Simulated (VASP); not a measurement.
Input of a VASP 6.6.1 run:

INCAR

```
PREC = Accurate ; ENCUT = 520
EDIFF = 1E-7 ; ISMEAR = 0
SIGMA = 0.1 ; LREAL = F
LASPH = T ; NELM = 60
ALGO = Fast ; ISIF = 2
LWAVE = F ; LCHARG = F
GGA = PE ; NBANDS = 38
```

The input KPOINTS:

```
Automatic mesh
0
Gamma
  4 4 4
```

Contents of POSCAR:

```
Ta5Si
1.0
    0.0000000000      3.8298227053      3.8298227053
    3.8298227053      0.0000000000      3.8298227053
    3.8298227053      3.8298227053      0.0000000000
Ta Si
5 1
Direct
    0.7500000000      0.7500000000      0.7500000000
    0.3757017865      0.3757017865      0.8728946405
    0.3757017865      0.8728946405      0.3757017865
    0.3757017865      0.3757017865      0.3757017865
    0.8728946405      0.3757017865      0.3757017865
    0.0000000000      0.0000000000      0.0000000000
```

Potentials or basis: VASP PAW PBE potentials, release 64 (Ta_pv, Si).

Launch:

```sh
$ cat potpaw_PBE.64/Ta_pv/POTCAR potpaw_PBE.64/Si/POTCAR > POTCAR
$ mpirun -np 1 vasp_std > vasp.out
```

(1) Estimate the pressure.

(2) What does it give for the largest force?

Answers

(1) 0.2 GPa.

(2) 0.005 eV/Å.
